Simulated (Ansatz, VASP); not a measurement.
# TaTi2Si3: VASP beside Ansatz

```xyz
6
Lattice="4.9751 0.0000 0.0000 -2.4876 4.3086 0.0000 0.0000 0.0000 3.9217" Properties=species:S:1:pos:R:3 pbc="T T T"
Ti    0.0000    2.8724    0.0000
Ti    2.4876    1.4362    0.0000
Ta    0.0000    0.0000    0.0000
Si    2.4876    0.0000    1.9608
Si    1.2438    2.1543    1.9608
Si   -1.2438    2.1543    1.9608
```

Change from the starting cell: species swapped into the CeGa3Pd2 type (P6/mmm, No. 191).

Alike in both runs: task relaxation of cell and atoms; functional PBE; k mesh 6 × 6 × 4; occupations gaussian, width 0.1 eV; no spin polarisation.

|  | VASP | Ansatz |
| --- | --- | --- |
| version | VASP 6.6.1 | Ansatz 0.2.0 |
| potentials or method | VASP PAW PBE potentials, release 64 (Ti_sv, Ta_pv, Si), cutoff 600 eV | scalar-relativistic, plane waves, PAW |
| valence electrons in the cell | 47 | 49 |

|  | VASP | Ansatz | Ansatz less VASP |
| --- | --- | --- | --- |
| gap on the k mesh at the Fermi level, each at its own relaxed structure (eV) | none | none | - |
| relaxed volume (Å³/atom) | 15.59 | 15.62 | +0.032 |
| relaxed cell length with the largest relative difference (Å) | 5.077 | 5.081 | +0.0040 |

A gap of «none» marks a metal or a gap that the smearing closes. VASP's potentials hold 47 valence electrons a cell and Ansatz's 49, so a difference there can come from the potentials and not from the codes.

The k mesh is coarse, so the values compare programs but aren't converged. Neither program's run includes spin-orbit coupling.
